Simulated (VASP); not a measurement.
Crystal: Pb.

```
Pb
1.0
     3.39135    0.00000    0.00000
    -1.69567    2.93699    0.00000
     0.00000    0.00000    3.16879
Pb
1
Direct
  0.00000 0.00000 0.00000
```

```yaml
Program: VASP 6.6.1
Task: relaxation of cell and atoms
Functional: PBE
Potentials_or_basis: VASP PAW PBE potentials, release 64 (Pb_d)
Cutoff: 600 eV
k_mesh: 18 × 18 × 18
Occupations: gaussian, width 0.1 eV
Spin: no spin polarisation
```

At the start: pressure 2.1 GPa; volume 31.56 Å³/atom.

**Question.** Where does the relaxation end?

**Answer.** Over 9 steps the energy falls by 12.3 meV/atom and the volume is 33.08 Å³/atom (+4.8 %); space group P6/mmm (No. 191, to 0.05 Å).

The path:
```csv
step,energy change (eV),largest force (eV/Å),pressure (GPa),volume (Å³)
1,0.0000,0.0000,2.07,31.56
2,-0.0119,0.0000,-0.36,33.46
3,-0.0122,0.0000,-0.11,33.18
4,-0.0122,0.0000,-0.02,33.15
5,-0.0123,0.0000,0.04,33.09
6,-0.0123,0.0000,0.02,33.08
7,-0.0123,0.0000,0.07,33.06
8,-0.0123,0.0000,0.05,33.08
9,-0.0123,0.0000,0.04,33.08
```

Final structure:
```
CELL_PARAMETERS angstrom
3.42080 0.00000 0.00000
-1.71040 2.96250 0.00000
0.00000 0.00000 3.26407
ATOMIC_POSITIONS crystal
Pb 0.00000 0.00000 0.00000
```
